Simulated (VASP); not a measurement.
Input of a VASP 6.6.1 run:

INCAR

```
  ALGO = Normal
  EDIFF = 1E-7
  ENCUT = 520
  GGA = PE
  ISIF = 2
  ISMEAR = 0
  LASPH = True
  LCHARG = True
  LELF = True
  LREAL = False
  LVHAR = True
  LWAVE = False
  NBANDS = 43
  NELM = 100
  PREC = Accurate
  SIGMA = 0.05
```

KPOINTS

```
k-points
0
Gamma
  7 7 3
```

File POSCAR:

```
HfO2
1.0
    2.5488057606     -2.5488057606      0.0000000000
    2.5488057606      0.0000000000     -2.5488057606
    8.0710483215      3.6108931210      3.6108931210
Hf O
3 6
Direct
   -0.4131805550     -0.4131805550      0.7083500000
    0.1145861117      0.1145861117      0.3750166667
    0.6423527783      0.6423527783      0.0416833333
    0.4965277783      0.4965277783      0.2916833333
    0.4409944450     -0.5590055550      0.9583500000
   -0.0312388883     -0.0312388883      0.6250166667
    0.2048777783      0.2048777783      0.7916833333
    0.7326444450      0.7326444450      0.4583500000
    0.2604111117      0.2604111117      0.1250166667
```

Potentials or basis: VASP PAW PBE potentials, release 64 (Hf_pv, O).

Launch:

```bash
$ cat potpaw_PBE.64/Hf_pv/POTCAR potpaw_PBE.64/O/POTCAR > POTCAR
$ mpirun -np 1 vasp_std > vasp.out
```

**Question.** Predict the largest force.

**Answer.** 18.029 eV/Å.

**Question.** Predict the pressure.

**Answer.** 18.1 GPa.

**Question.** What does it give for the band gap on the k mesh?

**Answer.** 0.22 eV, indirect (least direct gap 0.36 eV).

Stress tensor (GPa, compression positive):
```
15.54  7.73  7.73
 7.73 19.40 23.42
 7.73 23.42 19.40
```

Caveat: spin-orbit coupling is left out, which moves the levels of the heavy elements; forces of over 1 eV/Å act on the atoms, so gaps and moduli don't describe the material at rest. A k mesh can miss the band edges.
